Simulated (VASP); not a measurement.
# W (Pm-3m) in VASP: notebook

The runs below take W through single point, with PBE.

Program: VASP 6.6.1. These are calculated values, not measurements. Logs are shortened: lines on timing, memory, paths and dates and some standing lists are left out, and cuts for length are marked.

## Step 1: The cell of the first run

It takes space group Pm-3m (No. 221, cubic). The conventional cell has a = 2.601 Å, b = 2.601 Å, c = 2.601 Å, α = 90.00°, β = 90.00°, γ = 90.00°. W (site symmetry m-3m) has 6 W at 2.60 Å within 3.4 Å.

## Step 2: Single point, PBE

INCAR reads:

```
PREC = Accurate
ENCUT = 520
EDIFF = 1E-7
ISMEAR = -1
SIGMA = 0.05
LREAL = False
LASPH = True
NELM = 100
ALGO = Normal
ISIF = 2
LWAVE = False
LCHARG = False
GGA = PE
NBANDS = 13
```

KPOINTS reads:

```
regular mesh
0
Gamma
  9 9 9
```

POSCAR reads:

```
W
1.0
    2.6009914000      0.0000000000      0.0000000000
    0.0000000000      2.6009914000      0.0000000000
    0.0000000000      0.0000000000      2.6009914000
W
1
Direct
    0.0000000000      0.0000000000      0.0000000000
```

Potentials or basis: VASP PAW PBE potentials, release 64 (W_sv).

Run with:

```console
$ cat potpaw_PBE.64/W_sv/POTCAR > POTCAR
$ mpirun -np 1 vasp_std > vasp.out
```

OUTCAR:

```text
PREC = Accurate
   ENCUT = 520
   EDIFF = 1E-7
   ISMEAR = -1
   LREAL = False
   LASPH = True
   NELM = 100
   ISIF = 2
   GGA = PE

 ion  position               nearest neighbor table
   1  0.000  0.000  0.000-

  LATTYP: Found a simple cubic cell.
 ALAT       =     2.6009914000

  Lattice vectors:

 A1 = (   2.6009914000,   0.0000000000,   0.0000000000)
 A2 = (   0.0000000000,   2.6009914000,   0.0000000000)
 A3 = (   0.0000000000,   0.0000000000,   2.6009914000)

Analysis of symmetry for initial positions (statically):
=====================================================================
 Subroutine PRICEL returns:
 Original cell was already a primitive cell.

 Routine SETGRP: Setting up the symmetry group for a
 simple cubic supercell.

 Subroutine GETGRP returns: Found 48 space group operations
 (whereof 48 operations were pure point group operations)
 out of a pool of 48 trial point group operations.

The static configuration has the point symmetry O_h .

Analysis of symmetry for dynamics (positions and initial velocities):
=====================================================================
 Subroutine PRICEL returns:
 Original cell was already a primitive cell.

 Routine SETGRP: Setting up the symmetry group for a
 simple cubic supercell.

 Subroutine GETGRP returns: Found 48 space group operations
 (whereof 48 operations were pure point group operations)
 out of a pool of 48 trial point group operations.

The dynamic configuration has the point symmetry O_h .

 Subroutine INISYM returns: Found 48 space group operations
 (whereof 48 operations are pure point group operations),
 and found     1 'primitive' translations

----------------------------------------------------------------------------------------

                                     Primitive cell

  volume of cell :      17.5961

  direct lattice vectors                    reciprocal lattice vectors
     2.600991400  0.000000000  0.000000000     0.384468784  0.000000000  0.000000000
     0.000000000  2.600991400  0.000000000     0.000000000  0.384468784  0.000000000
     0.000000000  0.000000000  2.600991400     0.000000000  0.000000000  0.384468784

  length of vectors
     2.600991400  2.600991400  2.600991400     0.384468784  0.384468784  0.384468784

  position of ions in fractional coordinates (direct lattice)
[... 76 lines left out ...]
   NELM   =    100;   NELMIN=  2; NELMDL= -5     # of ELM steps
   EDIFF  = 0.1E-06   stopping-criterion for ELM
   LREAL  =      F    real-space projection
   EDIFFG = 0.1E-05   stopping-criterion for IOM
   NSW    =      0    number of steps for IOM
   IBRION =     -1    ionic relax: 0-MD 1-quasi-New 2-CG
   NFREE  =      0    steps in history (QN), initial steepest desc. (CG)
   ISIF   =      2    stress and relaxation
   ISYM   =      2    0-nonsym 1-usesym 2-fastsym
   POTIM  = 0.5000    time-step for ionic-motion
   TEBEG  =    0.0;   TEEND  =   0.0 temperature during run
   PSTRESS=    0.0 pullay stress
   NELECT =      14.0000    total number of electrons
   NUPDOWN=      -1.0000    fix difference up-down
   EMIN   =  10.00;   EMAX   =-10.00  energy-range for DOS
   EFERMI =   0.00;   METHOD = LEGACY
   ISMEAR =    -1;   SIGMA  =   0.05  broadening in eV -4-tet -1-fermi 0-gaus
   EFERMI_NEDOS =   21; number of points for ismear=-14 and -15
   IALGO  =     38    algorithm
   IMIX   =      4    mixing-type and parameters
     AMIX     =   0.40;   BMIX     =  1.00
     AMIX_MAG =   1.60;   BMIX_MAG =  1.00
  volume/ion in A,a.u.               =      17.60       118.74
  Fermi-wavevector in a.u.,A,eV,Ry     =   1.516976  2.866668 31.309930  2.301215
  Thomas-Fermi vector in A             =   2.626293
   LORBIT       =      0    0 simple, 1 ext, 2 COOP (PROOUT), +10 PAW based schemes
   GGA     = PE    functional components
   LHFCALC =     F    Hartree Fock is set to
   AEXX    =    0.0000 exact exchange contribution
   IVDW    =     0    specifies the selected vdW correction
   LEPSILON=     F    determine dielectric tensor
   LRPA    =     F    only Hartree local field effects (RPA)
 non-spin polarized calculation
  energy-cutoff  :      520.00
  volume of cell :       17.60
 maximum number of plane-waves:       487
 NGX is ok and might be reduce to    20
   NGX =  9   NGY =  9   NGZ =  9

 number of electron      14.0000004 magnetization

 Free energy of the ion-electron system (eV)
  ---------------------------------------------------
  ext. energy  EPLUGINS =         0.00000000
  ---------------------------------------------------
  free energy    TOTEN  =       -11.46689297 eV

  energy without entropy =      -11.45330431  energy(sigma->0) =      -11.46009864

 E-fermi :  10.0159     XC(G=0): -12.9062

 val. band max:        9.8270585114   @ k =   0.3333   0.2222   0.2222
 cond. band min:      10.0191537885   @ k =   0.4444   0.4444   0.2222
 fundamental gap:      0.1920952771
 Fermi energy:        10.0159227485

 k-point     1 :       0.0000    0.0000    0.0000
  band No.  band energies     occupation
      1     -64.1612      2.00000
      2     -27.7163      2.00000
      3     -27.7163      2.00000
      4     -27.7163      2.00000
      5       1.1148      2.00000
      6       5.3588      2.00000
      7       5.3588      2.00000
      8      14.8680      0.00000
      9      14.8680      0.00000
     10      14.8680      0.00000
     11      24.8881      0.00000
     12      24.8881      0.00000
     13      24.8881      0.00000
[... 354 lines left out ...]
  band No.  band energies     occupation
      1     -63.9559      2.00000
      2     -28.9424      2.00000
      3     -28.6163      2.00000
      4     -27.6622      2.00000
      5       5.0704      2.00000
      6       7.1883      2.00000
      7      10.0248      0.91136
      8      10.5364      0.00006
      9      12.6950      0.00000
     10      15.1012      0.00000
     11      19.7742      0.00000
     12      24.4440      0.00000
     13      26.3363      0.00000

 [... further k-points ...]
[... 5 lines left out ...]
  --------------------------------------------------------------------------------------
  -------------------------------------------------------------------------------------
  Total        1.1879387      1.1879387      1.1879387      0.0000000      0.0000000      0.0000000
  in kB      108.1652779    108.1652779    108.1652779      0.0000000      0.0000000      0.0000000
  external PRESSURE =     108.1652779 kB  Pullay stress =       0.0000000 kB

 VOLUME and BASIS-vectors are now :
 -----------------------------------------------------------------------------
  energy-cutoff  :      520.00
  volume of cell :       17.60
      direct lattice vectors                 reciprocal lattice vectors
     2.600991400  0.000000000  0.000000000     0.384468784  0.000000000  0.000000000
     0.000000000  2.600991400  0.000000000     0.000000000  0.384468784  0.000000000
     0.000000000  0.000000000  2.600991400     0.000000000  0.000000000  0.384468784

 POSITION                                       TOTAL-FORCE (eV/Angst)
 -----------------------------------------------------------------------------------
      0.00000      0.00000      0.00000         0.000000      0.000000      0.000000
 -----------------------------------------------------------------------------------
    total drift:                               -0.000000      0.000000      0.000000

  FREE ENERGIE OF THE ION-ELECTRON SYSTEM (eV)
  ---------------------------------------------------
  free  energy   TOTEN  =       -11.4668929665 eV

  energy  without entropy=      -11.4533043074  energy(sigma->0) =      -11.46009864
```

OSZICAR:

```text
N       E                     dE             d eps       ncg     rms          rms(c)
DAV:   1     0.882644399695E+02    0.88264E+02   -0.76680E+03   923   0.122E+03
DAV:   2    -0.100559548040E+02   -0.98320E+02   -0.94347E+02  1015   0.316E+02
DAV:   3    -0.118493112368E+02   -0.17934E+01   -0.17856E+01  1040   0.415E+01
DAV:   4    -0.118581754309E+02   -0.88642E-02   -0.88609E-02   985   0.322E+00
DAV:   5    -0.118582648438E+02   -0.89413E-04   -0.89414E-04  1070   0.306E-01    0.186E+01
DAV:   6    -0.115411488209E+02    0.31712E+00   -0.29961E-01   930   0.680E+00    0.801E+00
DAV:   7    -0.114696107693E+02    0.71538E-01   -0.14186E-01   975   0.449E+00    0.550E-01
DAV:   8    -0.114669278529E+02    0.26829E-02   -0.48541E-03   940   0.890E-01    0.315E-02
DAV:   9    -0.114668982146E+02    0.29638E-04   -0.85904E-05  1065   0.122E-01    0.436E-02
DAV:  10    -0.114668933376E+02    0.48770E-05   -0.19190E-05   975   0.550E-02    0.912E-03
DAV:  11    -0.114668929687E+02    0.36891E-06   -0.40076E-07   980   0.706E-03    0.103E-03
DAV:  12    -0.114668929665E+02    0.21512E-08   -0.36384E-09   495   0.704E-04
   1 F= -.11466893E+02 E0= -.11460099E+02  d E =-.135887E-01
```

Wall time 8.9 s (1 thread of Intel Xeon 8259CL, shared host); peak memory 0.13 GiB.

What came out:

| Property | Result |
| --- | --- |
| Free energy | -11.4669 eV |
| Pressure | 10.8 GPa |
| Band gap on the k mesh | zero (band 7 reaches 11.71 eV, above the bottom of band 8 at 9.40 eV) |

Caveat: spin-orbit coupling is left out, which moves the levels of the heavy elements.

## Step 3: Single point, PBE

This run uses another cell than the first one, of 16.94 Å³/atom, 0.963 times its volume.

INCAR reads:

```
PREC = Accurate
ENCUT = 520
EDIFF = 1E-6
ISMEAR = -1
SIGMA = 0.05
LREAL = F
LASPH = T
NELM = 100
ALGO = Normal
ISIF = 2
LWAVE = F
LCHARG = F
GGA = PE
NBANDS = 13
```

KPOINTS reads:

```
Automatic mesh
0
Gamma
  9 9 9
```

POSCAR reads:

```
W
1.0
    2.5680937193      0.0000000000      0.0000000000
    0.0000000000      2.5680937193      0.0000000000
    0.0000000000      0.0000000000      2.5680937193
W
1
Direct
    0.0000000000      0.0000000000      0.0000000000
```

Potentials or basis: VASP PAW PBE potentials, release 64 (W_sv).

Run with:

```console
$ cat potpaw_PBE.64/W_sv/POTCAR > POTCAR
$ mpirun -np 1 vasp_std > vasp.out
```

OUTCAR:

```text
PREC = Accurate
   ENCUT = 520
   EDIFF = 1E-6
   ISMEAR = -1
   LREAL = F
   LASPH = T
   NELM = 100
   ISIF = 2
   GGA = PE

 ion  position               nearest neighbor table
   1  0.000  0.000  0.000-

  LATTYP: Found a simple cubic cell.
 ALAT       =     2.5680937193

  Lattice vectors:

 A1 = (   2.5680937193,   0.0000000000,   0.0000000000)
 A2 = (   0.0000000000,   2.5680937193,   0.0000000000)
 A3 = (   0.0000000000,   0.0000000000,   2.5680937193)

[... 552 lines left out ...]
      4     -27.0588      2.00000
      5       5.3266      2.00000
      6       7.6421      2.00000
      7      10.5168      1.16044
      8      11.0920      0.00003
      9      13.3803      0.00000
     10      15.8930      0.00000
     11      20.7302      0.00000
     12      25.3345      0.00000
     13      27.3309      0.00000

 [... further k-points ...]
[... 5 lines left out ...]
  --------------------------------------------------------------------------------------
  -------------------------------------------------------------------------------------
  Total        2.2277042      2.2277042      2.2277042      0.0000000      0.0000000      0.0000000
  in kB      210.7344341    210.7344341    210.7344341      0.0000000      0.0000000      0.0000000
  external PRESSURE =     210.7344341 kB  Pullay stress =       0.0000000 kB

 VOLUME and BASIS-vectors are now :
 -----------------------------------------------------------------------------
  energy-cutoff  :      520.00
  volume of cell :       16.94
      direct lattice vectors                 reciprocal lattice vectors
     2.568093719  0.000000000  0.000000000     0.389393889  0.000000000  0.000000000
     0.000000000  2.568093719  0.000000000     0.000000000  0.389393889  0.000000000
     0.000000000  0.000000000  2.568093719     0.000000000  0.000000000  0.389393889

 POSITION                                       TOTAL-FORCE (eV/Angst)
 -----------------------------------------------------------------------------------
      0.00000      0.00000      0.00000         0.000000      0.000000      0.000000
 -----------------------------------------------------------------------------------
    total drift:                               -0.000000      0.000000      0.000000

  FREE ENERGIE OF THE ION-ELECTRON SYSTEM (eV)
  ---------------------------------------------------
  free  energy   TOTEN  =       -11.4016269766 eV

  energy  without entropy=      -11.3899267175  energy(sigma->0) =      -11.39577685
```

OSZICAR:

```text
N       E                     dE             d eps       ncg     rms          rms(c)
DAV:   1     0.914107818907E+02    0.91411E+02   -0.75852E+03   918   0.122E+03
DAV:   2    -0.986389121418E+01   -0.10127E+03   -0.96159E+02  1020   0.317E+02
DAV:   3    -0.117632207194E+02   -0.18993E+01   -0.18910E+01  1030   0.417E+01
DAV:   4    -0.117720170185E+02   -0.87963E-02   -0.87961E-02  1010   0.321E+00
DAV:   5    -0.117720967127E+02   -0.79694E-04   -0.79694E-04  1040   0.292E-01    0.199E+01
DAV:   6    -0.114754060523E+02    0.29669E+00   -0.26776E-01   935   0.651E+00    0.885E+00
DAV:   7    -0.114043187574E+02    0.71087E-01   -0.13677E-01   975   0.447E+00    0.543E-01
DAV:   8    -0.114016690879E+02    0.26497E-02   -0.51257E-03   940   0.926E-01    0.325E-02
DAV:   9    -0.114016313692E+02    0.37719E-04   -0.92943E-05  1035   0.128E-01    0.428E-02
DAV:  10    -0.114016274228E+02    0.39465E-05   -0.17846E-05  1005   0.532E-02    0.103E-02
DAV:  11    -0.114016269766E+02    0.44611E-06   -0.36940E-07   615   0.687E-03
   1 F= -.11401627E+02 E0= -.11395777E+02  d E =-.117003E-01
```

stdout:

```text
POSCAR found type information on POSCAR W
 POSCAR found :  1 types and       1 ions
 scaLAPACK will be used
 LDA part: xc-table for (Slater+PW92), standard interpolation
 POSCAR, INCAR and KPOINTS ok, starting setup
 FFT: planning ... GRIDC
 FFT: planning ... GRID_SOFT
 FFT: planning ... GRID
 WAVECAR not read
 entering main loop
```

Run time: 7.2 s. Hardware: 1 thread of Intel Xeon 8259CL, shared host; peak memory 0.13 GiB.

Results:

| Quantity | Value |
| --- | --- |
| Free energy | -11.4016 eV |
| Pressure | 21.1 GPa |
| Band gap on the k mesh | zero (band 7 reaches 12.29 eV, above the bottom of band 8 at 9.91 eV) |

Caveat: spin-orbit coupling is left out, which moves the levels of the heavy elements.

## Step 4: Single point, PBE

This run uses another cell than the first one, of 16.39 Å³/atom, 0.932 times its volume.

INCAR reads:

```
SYSTEM = W
PREC     = Accurate       ! precision mode
ENCUT    = 520            ! plane-wave cutoff, eV
EDIFF    = 1E-6           ! SCF threshold, eV
ISMEAR   = -1             ! smearing method
SIGMA    = 0.05           ! smearing width, eV
LREAL    = .False.        ! projectors in reciprocal space
LASPH    = .True.         ! aspherical terms in the spheres
NELM     = 100            ! most SCF steps
ALGO     = Normal         ! electronic algorithm
ISIF     = 2              ! what is computed and relaxed
LWAVE    = .False.        ! write WAVECAR
LCHARG   = .False.        ! write CHGCAR
GGA      = PE             ! functional
NBANDS   = 13             ! bands
```

KPOINTS reads:

```
regular mesh
0
Gamma
  9 9 9
  0 0 0
```

POSCAR reads:

```
W
1.0
    2.5403248505      0.0000000000      0.0000000000
    0.0000000000      2.5403248505      0.0000000000
    0.0000000000      0.0000000000      2.5403248505
W
1
Direct
    0.0000000000      0.0000000000      0.0000000000
```

Run with:

```console
$ cat potpaw_PBE.64/W_sv/POTCAR > POTCAR
$ mpirun -np 1 vasp_std > vasp.out
```

Wall time 9.4 s (1 thread of Intel Xeon 8259CL, shared host); peak memory 0.13 GiB.

The run converged. Its results:

| Item | Value |
| --- | --- |
| Free energy | -11.3131 eV |
| Pressure | 31.3 GPa |
| Band gap on the k mesh | zero (band 7 reaches 12.81 eV, above the bottom of band 8 at 10.37 eV) |

Levels at points of the mesh, in eV from the Fermi level:
```tsv
k point	band 4	band 5	band 6	band 7	band 8	band 9	band 10	band 11
(0.00, 0.00, 0.00)	-37.58	-9.26	-5.07	-5.07	5.35	5.35	5.35	15.53
```

Caveat: spin-orbit coupling is left out, which moves the levels of the heavy elements.

[end of part 1 of 2]
